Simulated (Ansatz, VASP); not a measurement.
## TiH2: VASP beside Ansatz

```
Ti H
1.0
    -1.56504    1.56504    2.09367
     1.56504   -1.56504    2.09367
     1.56504    1.56504   -2.09367
Ti H
1 2
Direct
  0.00000 0.00000 0.00000
  0.75000 0.25000 0.50000
  0.25000 0.75000 0.50000
```

Alike in both runs: functional r2SCAN; k mesh 13 × 13 × 13; occupations fermi-dirac, width 0.1 eV; no spin polarisation.

Ansatz relaxed the structure, and its values are those at the end. VASP's run is a single point on that final structure, the one shown.

|  | VASP | Ansatz |
| --- | --- | --- |
| version | VASP 6.6.1 | Ansatz 0.2.0 |
| potentials or method | VASP PAW PBE potentials, release 64 (Ti_sv, H), cutoff 520 eV | PAW plane waves |
| valence electrons in the cell | 14 | 14 |

Ansatz gave:

```
pressure (GPa) : 6.5
```

What did VASP give for the same quantities?

Pressure (GPa): 7.0.

VASP's potentials were made for PBE, not for r2SCAN. The functional is the same, so the differences come from potentials, cutoffs and numerics. Ansatz's warnings: stress scf threshold loose.
